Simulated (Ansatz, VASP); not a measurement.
**One calculation of Zn, two programs**

File INCAR:

```
PREC     = Accurate       # precision mode
ENCUT    = 520            # plane-wave cutoff, eV
EDIFF    = 1E-8           # SCF threshold, eV
ISMEAR   = -1             # smearing method
SIGMA    = 0.03           # smearing width, eV
LREAL    = False          # projectors in reciprocal space
LASPH    = True           # aspherical terms in the spheres
NELM     = 100            # most SCF steps
ALGO     = Normal         # electronic algorithm
ISIF     = 2              # what is computed and relaxed
LWAVE    = False          # write WAVECAR
LCHARG   = False          # write CHGCAR
GGA      = PS             # functional
LEFG     = True         
NBANDS   = 19             # bands
```

The input KPOINTS:

```
Automatic mesh
0
Gamma
  18 18 8
```

POSCAR

```
Zn
1.0
    2.6647980532     -0.0133239903     -0.0133239903
   -1.3439379406      2.3144448051     -0.0048769189
   -0.0247335000     -0.0247335000      4.9467000000
Zn
2
Direct
    0.3333333333      0.6666666667      0.2500000000
    0.6666666667      0.3333333333      0.7500000000
```

Input for Ansatz:

```yaml
crystal:
  lattice:
    - [2.6647980532, -0.0133239903, -0.0133239903]
    - [-1.3439379406, 2.3144448051, -0.0048769189]
    - [-0.0247335, -0.0247335, 4.9467]
  atoms:
    - { symbol: Zn, position: [0.3333333333, 0.6666666667, 0.25] }
    - { symbol: Zn, position: [0.6666666667, 0.3333333333, 0.75] }
kpoints:
  mp_grid: { grid: [18, 18, 8] }
scf:
  occupations: { method: fermi_dirac, width: 0.03 }
hamiltonian:
  xc: pbesol
  pseudopotentials: { kind: all_electron, datasets: crystal }
output:
  forces: true
  stress: true
  eigenvalues: true
  efg: { contact_densities: true }
```

Change from the starting cell: equal xy, yz and zx shear strains of -1 %, crystal datasets.

Alike in both runs: task electric field gradients; functional PBEsol; k mesh 18 × 18 × 8; occupations fermi-dirac, width 0.03 eV; no spin polarisation.

|  | VASP | Ansatz |
| --- | --- | --- |
| version | VASP 6.6.1 | Ansatz 0.2.0 |
| potentials or method | VASP PAW PBE potentials, release 64 (Zn), cutoff 520 eV | all-electron PAW with datasets made for the crystal, scalar-relativistic |

```tsv
	VASP	Ansatz	Ansatz less VASP
pressure (GPa)	-5.0	-5.3	-0.34
traceless stress, the component that is largest in VASP (GPa)	1.20	1.31	+0.108
size of Vzz on the site where it differs most (V/Å²)	35.3	34.9	-0.33
```

VASP's potentials were made for PBE, not for PBEsol. Ansatz ran all-electron here, and VASP with PAW potentials.
